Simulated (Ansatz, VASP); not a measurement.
# CdF2 in VASP and in Ansatz

INCAR

```
SYSTEM = CdF2
  PREC = Accurate
  ENCUT = 520
  EDIFF = 1E-6
  ISMEAR = 0
  SIGMA = 0.05
  LREAL = .FALSE.
  LASPH = .TRUE.
  NELM = 80
  ALGO = Normal
  ISIF = 2
  LWAVE = .FALSE.
  LCHARG = .FALSE.
  GGA = PE
  NBANDS = 20
```

File KPOINTS:

```
regular mesh
0
G
  8 8 8
  0 0 0
```

POSCAR

```
CdF2
1.0
    0.0000000000      2.9309719455      2.7785614043
    2.9309719455      0.0000000000      2.7785614043
    2.9309719455      2.9309719455      0.0000000000
Cd F
1 2
Direct
    0.0000000000      0.0000000000      0.0000000000
    0.2500000000      0.2500000000      0.2500000000
    0.7500000000      0.7500000000      0.7500000000
```

Input for Ansatz:

```yaml
crystal:
  lattice:
    - [0.0, 2.9309719455, 2.7785614043]
    - [2.9309719455, 0.0, 2.7785614043]
    - [2.9309719455, 2.9309719455, 0.0]
  atoms:
    - { symbol: Cd, position: [0.0, 0.0, 0.0] }
    - { symbol: F, position: [0.25, 0.25, 0.25] }
    - { symbol: F, position: [0.75, 0.75, 0.75] }
basis:
  ecutwfc: 520.0
kpoints:
  mp_grid: { grid: [8, 8, 8] }
hamiltonian:
  xc: pbe
  pseudopotentials: { kind: paw }
scf:
  occupations: { method: gaussian, width: 0.05 }
output:
  forces: true
  stress: true
  eigenvalues: true
```

Alike in both runs: task single point; functional PBE; k mesh 8 × 8 × 8; occupations gaussian, width 0.05 eV; no spin polarisation.

```csv
,VASP,Ansatz
version,VASP 6.6.1,Ansatz 0.2.0
potentials or method,"VASP PAW PBE potentials, release 64 (Cd, F), cutoff 520 eV","scalar-relativistic, plane waves, PAW"
valence electrons in the cell,26,34
```

```tsv
	VASP	Ansatz	Ansatz less VASP
gap on the k mesh at the Fermi level (eV)	2.26	2.29	+0.023
least direct gap on the mesh (eV)	2.68	2.71	+0.027
pressure (GPa)	-9.5	-9.7	-0.18
traceless stress, the component that is largest in VASP (GPa)	3.25	3.28	+0.027
```

VASP's potentials hold 26 valence electrons a cell and Ansatz's 34, so a difference there can come from the potentials and not from the codes.
